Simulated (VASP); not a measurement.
Crystal: HfC4.

```xyz
10
Lattice="4.4329 0.0000 0.0000 0.0000 5.0749 0.0000 0.0000 0.0000 5.4009" Properties=species:S:1:pos:R:3 pbc="T T T"
Hf    2.2164    2.5374    0.0000
Hf    0.0000    0.0000    0.0000
C     3.6940    1.2687    2.7005
C     2.9552    2.5374    2.7005
C     3.6940    3.8061    2.7005
C     2.9552    0.0000    2.7005
C     0.7388    3.8061    2.7005
C     1.4776    0.0000    2.7005
C     0.7388    1.2687    2.7005
C     1.4776    2.5374    2.7005
```

- Program: VASP 6.6.1
- Task: relaxation of cell and atoms
- Functional: PBE
- Potentials or basis: VASP PAW PBE potentials, release 64 (Hf_pv, C)
- Cutoff: 600 eV
- k mesh: 4 × 3 × 3
- Occupations: gaussian, width 0.2 eV
- Spin: no spin polarisation

At the start: pressure -18.9 GPa; volume 12.15 Å³/atom.

Q: How do energy, volume and symmetry change on relaxing?

A: Over 14 steps the energy falls by 195.5 meV/atom and the volume is 9.76 Å³/atom (-19.7 %); space group Pmmm (No. 47, to 0.05 Å).

The path:
```csv
step,energy change (eV),largest force (eV/Å),pressure (GPa),volume (Å³)
1,0.0000,0.4337,-18.94,121.50
2,0.4858,1.9598,31.47,97.92
3,-0.7676,0.3726,-1.64,110.42
4,-1.2952,0.9315,-0.92,105.10
5,-0.6573,3.3963,18.73,88.69
6,-1.6011,1.8656,0.74,100.95
7,-1.6878,2.6941,4.31,96.61
8,-1.8067,1.7293,4.65,95.29
9,-1.8186,1.2915,5.02,94.71
10,-1.8837,0.8253,3.64,95.44
11,-1.9439,0.3209,0.83,97.09
12,-1.9522,0.1030,0.19,97.37
13,-1.9545,0.1526,-0.38,97.62
14,-1.9554,0.0534,-0.32,97.59
```

Final structure:
```xyz
10
Lattice="4.3121 0.0000 0.0000 0.0000 5.0420 0.0000 0.0000 0.0000 4.4887" Properties=species:S:1:pos:R:3 pbc="T T T"
Hf    2.1560    2.5210    4.4887
Hf    0.0000    0.0000    4.4887
C     3.5934    1.2511    2.2443
C     2.8884    2.5210    2.2443
C     3.5934    3.7909    2.2443
C     2.8822    0.0000    2.2443
C     0.7187    3.7909    2.2443
C     1.4299    0.0000    2.2443
C     0.7187    1.2511    2.2443
C     1.4237    2.5210    2.2443
```

Caveat: the k points lie up to 0.47 Å⁻¹ apart in the final cell; the volume moved by over 15 % at a fixed basis, so the end points are rough; the relaxation stopped at a loose force limit of 0.08 eV/Å, so its end isn't a converged minimum.
